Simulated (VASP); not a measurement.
Crystal: MgO (lda).

```
CELL_PARAMETERS angstrom
0.00000 2.10850 2.10850
2.10850 0.00000 2.10850
2.10850 2.10850 0.00000
ATOMIC_POSITIONS crystal
Mg 0.00000 0.00000 0.00000
O 0.50000 0.50000 0.50000
```

```yaml
Program: VASP 6.6.1
Task: relaxation of cell and atoms
Functional: LDA
Potentials_or_basis: VASP PAW LDA potentials, release 64 (Mg, O)
Cutoff: 600 eV
k_mesh: 10 × 10 × 10
Occupations: gaussian, width 0.02 eV
Spin: no spin polarisation
```

At the start: pressure -8.5 GPa; volume 9.37 Å³/atom.

Problem. How do energy, volume and symmetry change on relaxing?

Solution. Over 3 steps the energy falls by 13.4 meV/atom and the volume is 8.89 Å³/atom (-5.1 %); space group Fm-3m (No. 225, to 0.05 Å).

Step by step:
| step | energy change (eV) | largest force (eV/Å) | pressure (GPa) | volume (Å³) |
| --- | --- | --- | --- | --- |
| 1 | 0.0000 | 0.0000 | -8.48 | 18.75 |
| 2 | -0.0227 | 0.0000 | 3.71 | 17.43 |
| 3 | -0.0267 | 0.0000 | 0.01 | 17.78 |

Final structure:
```cif
data_structure
_symmetry_space_group_name_H-M 'P 1'
_symmetry_Int_Tables_number 1
_cell_length_a 2.9298
_cell_length_b 2.9298
_cell_length_c 2.9298
_cell_angle_alpha 60.000
_cell_angle_beta 60.000
_cell_angle_gamma 60.000
_cell_volume 17.78
loop_
_atom_site_label
_atom_site_type_symbol
_atom_site_fract_x
_atom_site_fract_y
_atom_site_fract_z
_atom_site_occupancy
Mg1 Mg 0.00000 0.00000 0.00000 1
O1 O 0.50000 0.50000 0.50000 1
```
